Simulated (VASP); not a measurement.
# Ti (P6_3/mmc) in VASP: further runs, part 2 of 2

VASP 6.6.1. Earlier steps stand in the parts before.

## Step 3: Single point, revPBE (volume scaled by 0.96)

Contents of INCAR:

```
SYSTEM = Ti
PREC = Accurate
ENCUT = 520
EDIFF = 1E-7
ISMEAR = -1
SIGMA = 0.1
LREAL = .FALSE.
LASPH = .TRUE.
NELM = 80
ALGO = Normal
ISIF = 2
LWAVE = .FALSE.
LCHARG = .FALSE.
GGA = RE
NBANDS = 32
```

Contents of KPOINTS:

```
Automatic mesh
0
G
  14 14 4
  0 0 0
```

Contents of POSCAR:

```
Ti
1.0
    2.9149182724      0.0000000000      0.0000000000
   -1.4574591362      2.5243932739      0.0000000000
    0.0000000000      0.0000000000      9.3278081737
Ti
4
Direct
    0.0000000000      1.0000000000      0.0000000000
    0.0000000000      1.0000000000      0.5000000000
    0.3333333333      0.6666666667      0.2500000000
    0.6666666667      0.3333333333      0.7500000000
```

Potentials or basis: VASP PAW PBE potentials, release 64 (Ti_sv).

On the command line:

```sh
cat potpaw_PBE.64/Ti_sv/POTCAR > POTCAR
mpirun -np 1 vasp_std > vasp.out
```

OUTCAR:

```text
SYSTEM = Ti
   PREC = Accurate
   ENCUT = 520
   EDIFF = 1E-7
   ISMEAR = -1
   LREAL = .FALSE.
   LASPH = .TRUE.
   NELM = 80
   ISIF = 2
   GGA = RE

 ion  position               nearest neighbor table
   1  0.000  0.000  0.000-   3 2.88   4 2.88   4 2.88   3 2.88   4 2.88   3 2.88
   2  0.000  0.000  0.500-   3 2.88   4 2.88   4 2.88   3 2.88   4 2.88   3 2.88
   3  0.333  0.667  0.250-   1 2.88   2 2.88   1 2.88   2 2.88   1 2.88   2 2.88
   4  0.667  0.333  0.750-   1 2.88   2 2.88   1 2.88   2 2.88   1 2.88   2 2.88

  LATTYP: Found a hexagonal cell.
 ALAT       =     2.9149182724
 C/A-ratio  =     3.2000239122

  Lattice vectors:

 A1 = (   2.9149182724,   0.0000000000,   0.0000000000)
 A2 = (  -1.4574591362,   2.5243932739,   0.0000000000)
 A3 = (   0.0000000000,   0.0000000000,   9.3278081737)

Analysis of symmetry for initial positions (statically):
=====================================================================
 Subroutine PRICEL returns:
 Original cell was already a primitive cell.

 Routine SETGRP: Setting up the symmetry group for a
 hexagonal supercell.

 Subroutine GETGRP returns: Found 24 space group operations
 (whereof 12 operations were pure point group operations)
 out of a pool of 24 trial point group operations.

The static configuration has the point symmetry D_3d.
 The point group associated with its full space group is D_6h.

Analysis of symmetry for dynamics (positions and initial velocities):
=====================================================================
 Subroutine PRICEL returns:
 Original cell was already a primitive cell.

 Routine SETGRP: Setting up the symmetry group for a
 hexagonal supercell.

 Subroutine GETGRP returns: Found 24 space group operations
 (whereof 12 operations were pure point group operations)
 out of a pool of 24 trial point group operations.

The dynamic configuration has the point symmetry D_3d.
 The point group associated with its full space group is D_6h.

 Subroutine INISYM returns: Found 24 space group operations
 (whereof 12 operations are pure point group operations),
 and found     1 'primitive' translations

----------------------------------------------------------------------------------------

                                     Primitive cell

  volume of cell :      68.6377

  direct lattice vectors                    reciprocal lattice vectors
     2.914918272  0.000000000  0.000000000     0.343062792  0.198067395  0.000000000
    -1.457459136  2.524393274  0.000000000     0.000000000  0.396134790  0.000000000
     0.000000000  0.000000000  9.327808174     0.000000000  0.000000000  0.107206321

  length of vectors
     2.914918272  2.914918272  9.327808174     0.396134790  0.396134790  0.107206321

  position of ions in fractional coordinates (direct lattice)
     0.000000000  0.000000000  0.000000000
     0.000000000  0.000000000  0.500000000
     0.333333333  0.666666667  0.250000000
     0.666666667  0.333333333  0.750000000

  ion indices of the primitive-cell ions
   primitive index   ion index
                 1           1
                 2           2
                 3           3
                 4           4

----------------------------------------------------------------------------------------

 KPOINTS: Automatic mesh

Automatic generation of k-mesh.
 Grid dimensions read from file:
 generate k-points for:   14   14    4

 Generating k-lattice:

  Cartesian coordinates                     Fractional coordinates (reciprocal lattice)
     0.024504485  0.014147671  0.000000000     0.071428571 -0.000000000  0.000000000
     0.000000000  0.028295342  0.000000000     0.000000000  0.071428571  0.000000000
     0.000000000  0.000000000  0.026801580     0.000000000  0.000000000  0.250000000

  Length of vectors
     0.028295342  0.028295342  0.026801580

  Shift w.r.t. Gamma in fractional coordinates (k-lattice)
     0.000000000  0.000000000  0.000000000

 Subroutine IBZKPT returns following result:
 ===========================================

 Found     72 irreducible k-points:

 Following reciprocal coordinates:
            Coordinates               Weight
  0.000000  0.000000  0.000000      1.000000
  0.071429  0.000000  0.000000      6.000000
  0.142857  0.000000  0.000000      6.000000
  0.214286  0.000000  0.000000      6.000000
  0.285714  0.000000  0.000000      6.000000
  0.357143 -0.000000  0.000000      6.000000
[... 16 lines left out ...]
  0.285714  0.285714  0.000000      6.000000
  0.357143  0.285714  0.000000      6.000000
 [... further k-points ...]
   k-points           NKPTS =     72   k-points in BZ     NKDIM =     72   number of bands    NBANDS=     32
   number of dos      NEDOS =    301   number of ions     NIONS =      4
   total plane-waves  NPLWV =  40320
   dimension x,y,z NGX =    24 NGY =   24 NGZ =   70
   dimension x,y,z NGXF=    48 NGYF=   48 NGZF=  140
   ions per type =               4
   NGX,Y,Z   is equivalent  to a cutoff of  13.69, 13.69, 12.48 a.u.
   NGXF,Y,Z  is equivalent  to a cutoff of  27.38, 27.38, 24.95 a.u.
 SYSTEM =  Ti
   PREC   = accura    normal or accurate (medium, high low for compatibility)
   ISTART =      0    job   : 0-new  1-cont  2-samecut
   ICHARG =      2    charge: 1-file 2-atom 10-const
   ISPIN  =      1    spin polarized calculation?
   LNONCOLLINEAR =      F non collinear calculations
   LSORBIT =      F    spin-orbit coupling
   LASPH  =      T    aspherical Exc in radial PAW
   ENCUT  =  520.0 eV  38.22 Ry    6.18 a.u.   5.42  5.42 17.34*2*pi/ulx,y,z
   NELM   =     80;   NELMIN=  2; NELMDL= -5     # of ELM steps
   EDIFF  = 0.1E-06   stopping-criterion for ELM
   LREAL  =      F    real-space projection
   EDIFFG = 0.1E-05   stopping-criterion for IOM
   NSW    =      0    number of steps for IOM
   IBRION =     -1    ionic relax: 0-MD 1-quasi-New 2-CG
   NFREE  =      0    steps in history (QN), initial steepest desc. (CG)
   ISIF   =      2    stress and relaxation
   ISYM   =      2    0-nonsym 1-usesym 2-fastsym
   POTIM  = 0.5000    time-step for ionic-motion
   TEBEG  =    0.0;   TEEND  =   0.0 temperature during run
   PSTRESS=    0.0 pullay stress
   NELECT =      48.0000    total number of electrons
   NUPDOWN=      -1.0000    fix difference up-down
   EMIN   =  10.00;   EMAX   =-10.00  energy-range for DOS
   EFERMI =   0.00;   METHOD = LEGACY
   ISMEAR =    -1;   SIGMA  =   0.10  broadening in eV -4-tet -1-fermi 0-gaus
   EFERMI_NEDOS =   21; number of points for ismear=-14 and -15
   IALGO  =     38    algorithm
   IMIX   =      4    mixing-type and parameters
     AMIX     =   0.40;   BMIX     =  1.00
     AMIX_MAG =   1.60;   BMIX_MAG =  1.00
  volume/ion in A,a.u.               =      17.16       115.80
  Fermi-wavevector in a.u.,A,eV,Ry     =   1.453118  2.745995 28.729412  2.111552
  Thomas-Fermi vector in A             =   2.570422
   LORBIT       =      0    0 simple, 1 ext, 2 COOP (PROOUT), +10 PAW based schemes
   GGA     = RE    functional components
   LHFCALC =     F    Hartree Fock is set to
   AEXX    =    0.0000 exact exchange contribution
   IVDW    =     0    specifies the selected vdW correction
   LEPSILON=     F    determine dielectric tensor
   LRPA    =     F    only Hartree local field effects (RPA)
 non-spin polarized calculation
  energy-cutoff  :      520.00
  volume of cell :       68.64
 maximum number of plane-waves:      1895
 NGX is ok and might be reduce to    24
   NGX = 11   NGY = 11   NGZ = 35

 number of electron      47.9999987 magnetization

 Free energy of the ion-electron system (eV)
  ---------------------------------------------------
  ext. energy  EPLUGINS =         0.00000000
  ---------------------------------------------------
  free energy    TOTEN  =       -29.97611793 eV

  energy without entropy =      -29.77062107  energy(sigma->0) =      -29.87336950

 E-fermi :   8.4646     XC(G=0): -11.4781

 val. band max:        8.4644803896   @ k =   0.0714   0.0714   0.0000
 cond. band min:       8.4680971359   @ k =   0.0714   0.0000   0.5000
 fundamental gap:      0.0036167463
 Fermi energy:         8.4645853473

 k-point     1 :       0.0000    0.0000    0.0000
  band No.  band energies     occupation
      1     -48.3857      2.00000
      2     -48.3256      2.00000
      3     -48.3087      2.00000
      4     -48.2477      2.00000
      5     -24.9014      2.00000
      6     -24.5639      2.00000
[... 24 lines left out ...]
     31       9.6794      0.00001
     32       9.6794      0.00001
[... 774 lines left out ...]
      2     -48.2385      2.00000
      3     -48.2219      2.00000
      4     -48.2203      2.00000
      5     -24.7628      2.00000
      6     -24.6926      2.00000
[... 24 lines left out ...]
     31      10.9547      0.00000
     32      11.2207      0.00000

 [... further k-points ...]
[... 5 lines left out ...]
  --------------------------------------------------------------------------------------
  -------------------------------------------------------------------------------------
  Total        1.8439804      1.8439804      1.8468684      0.0000000     -0.0000000     -0.0000000
  in kB       43.0431329     43.0431329     43.1105470      0.0000000     -0.0000000     -0.0000000
  external PRESSURE =      43.0656043 kB  Pullay stress =       0.0000000 kB

 VOLUME and BASIS-vectors are now :
 -----------------------------------------------------------------------------
  energy-cutoff  :      520.00
  volume of cell :       68.64
      direct lattice vectors                 reciprocal lattice vectors
     2.914918272  0.000000000  0.000000000     0.343062792  0.198067395  0.000000000
    -1.457459136  2.524393274  0.000000000     0.000000000  0.396134790  0.000000000
     0.000000000  0.000000000  9.327808174     0.000000000  0.000000000  0.107206321

 POSITION                                       TOTAL-FORCE (eV/Angst)
 -----------------------------------------------------------------------------------
      0.00000      0.00000      0.00000        -0.000000      0.000000      0.000000
      0.00000      0.00000      4.66390        -0.000000      0.000000      0.000000
     -0.00000      1.68293      2.33195        -0.000000     -0.000000      0.000000
      1.45746      0.84146      6.99586         0.000000      0.000000     -0.000000
 -----------------------------------------------------------------------------------
    total drift:                               -0.000000      0.000000      0.000000

  FREE ENERGIE OF THE ION-ELECTRON SYSTEM (eV)
  ---------------------------------------------------
  free  energy   TOTEN  =       -29.9761179264 eV

  energy  without entropy=      -29.7706210675  energy(sigma->0) =      -29.87336950
```

OSZICAR:

```text
N       E                     dE             d eps       ncg     rms          rms(c)
DAV:   1     0.620785232753E+03    0.62079E+03   -0.24132E+04  4608   0.187E+03
DAV:   2     0.433070022859E+02   -0.57748E+03   -0.56402E+03  4672   0.558E+02
DAV:   3    -0.266805513344E+02   -0.69988E+02   -0.66939E+02  7408   0.166E+02
DAV:   4    -0.335022920132E+02   -0.68217E+01   -0.66719E+01  6808   0.486E+01
DAV:   5    -0.338494359793E+02   -0.34714E+00   -0.34672E+00  7064   0.958E+00    0.166E+01
DAV:   6    -0.299415705448E+02    0.39079E+01   -0.13858E+01  5848   0.324E+01    0.436E+00
DAV:   7    -0.300678171400E+02   -0.12625E+00   -0.24051E+00  6544   0.139E+01    0.430E+00
DAV:   8    -0.299503712177E+02    0.11745E+00   -0.11370E+00  6688   0.834E+00    0.292E+00
DAV:   9    -0.299887534784E+02   -0.38382E-01   -0.46228E-01  5992   0.693E+00    0.886E-01
DAV:  10    -0.299757006766E+02    0.13053E-01   -0.80284E-02  5856   0.286E+00    0.120E-01
DAV:  11    -0.299759443181E+02   -0.24364E-03   -0.65894E-03  6408   0.608E-01    0.123E-01
DAV:  12    -0.299761261659E+02   -0.18185E-03   -0.88641E-04  6160   0.212E-01    0.302E-02
DAV:  13    -0.299761153972E+02    0.10769E-04   -0.12315E-04  6688   0.876E-02    0.252E-02
DAV:  14    -0.299761181062E+02   -0.27090E-05   -0.91285E-06  5920   0.265E-02    0.147E-02
DAV:  15    -0.299761172517E+02    0.85451E-06   -0.81328E-06  6448   0.216E-02    0.124E-03
DAV:  16    -0.299761175317E+02   -0.28005E-06   -0.98018E-07  5856   0.846E-03    0.336E-04
DAV:  17    -0.299761178431E+02   -0.31138E-06   -0.61273E-08  3440   0.237E-03    0.367E-04
DAV:  18    -0.299761179264E+02   -0.83331E-07   -0.20075E-08  3304   0.147E-03
   1 F= -.29976118E+02 E0= -.29873369E+02  d E =-.205497E+00
```

It took 82 s on 1 thread of Intel Xeon 6975P-C (Granite Rapids), shared host; peak memory 0.25 GiB.

Results:

| Property | Result |
| --- | --- |
| Free energy | -29.9761 eV |
| Pressure | 4.3 GPa |
| Band gap on the k mesh | zero (band 24 reaches 9.20 eV, above the bottom of band 25 at 8.03 eV) |

Caveat: the cell differs from its parent crystal (volume scaled by 0.96); the PAW data sets were made with another functional, which shifts forces and pressure a little.

## Step 4: Single point, revPBE

This run uses another cell than the first one, of 17.87 Å³/atom, 1.087 times its volume.

Contents of INCAR:

```
SYSTEM = Ti
ALGO = Normal
EDIFF = 1E-7
ENCUT = 520
GGA = RE
ISIF = 2
ISMEAR = -1
LASPH = .True.
LCHARG = .False.
LREAL = .False.
LWAVE = .False.
NBANDS = 32
NELM = 80
PREC = Accurate
SIGMA = 0.1
```

Contents of KPOINTS:

```
k-points
0
Gamma
  14 14 4
  0 0 0
```

Contents of POSCAR:

```
Ti
1.0
    2.9548536223      0.0000000000      0.0000000000
   -1.4774268111      2.5589783014      0.0000000000
    0.0000000000      0.0000000000      9.4556022481
Ti
4
Direct
    0.0000000000      1.0000000000      0.0000000000
    0.0000000000      1.0000000000      0.5000000000
    0.3333333333      0.6666666667      0.2500000000
    0.6666666667      0.3333333333      0.7500000000
```

On the command line:

```sh
cat potpaw_PBE.64/Ti_sv/POTCAR > POTCAR
mpirun -np 1 vasp_std > vasp.out
```

It took 77 s on 1 thread of Intel Xeon 6975P-C (Granite Rapids), shared host; peak memory 0.25 GiB.

Results (log left out):

| Quantity | Value |
| --- | --- |
| Free energy | -30.0123 eV |
| Pressure | -0.2 GPa |
| Band gap on the k mesh | zero (band 24 reaches 8.75 eV, above the bottom of band 25 at 7.64 eV) |

Levels at points of the mesh, in eV from the Fermi level:
```csv
k point,band 22,band 23,band 24,band 25,band 26,band 27
"(0.00, 0.00, 0.00)",0.14,0.68,0.68,0.68,0.74,0.74
"(0.50, 0.00, 0.00)",-1.15,-1.01,-0.13,0.10,0.62,1.08
"(0.00, 0.00, 0.50)",0.14,0.64,0.64,0.81,0.81,0.81
"(0.50, 0.00, 0.50)",-1.42,-0.24,-0.24,0.69,0.69,0.94
```

Caveat: the PAW data sets were made with another functional, which shifts forces and pressure a little.

## Step 5: Summary

```csv
cell,gap on the mesh (eV),pressure (GPa)
"a = 2.874, b = 2.874, c = 9.196 Å, angles 90.0, 90.0, 120.0°, 4 atoms",none,9.8
"a = 2.915, b = 2.915, c = 9.328 Å, angles 90.0, 90.0, 120.0°, 4 atoms",none,4.3
"a = 2.955, b = 2.955, c = 9.456 Å, angles 90.0, 90.0, 120.0°, 4 atoms",none,-0.2
```

Alike in all rows: task single point; level revPBE; potentials or basis VASP PAW PBE potentials, release 64 (Ti_sv); no spin polarisation; k mesh 14 × 14 × 4; cutoff (eV) 520; smearing fermi-dirac 0.1 eV.

Caveats: the PAW data sets were made with another functional, which shifts forces and pressure a little.

Total energies depend on the potentials used, so only differences within one code and one set of settings carry meaning.
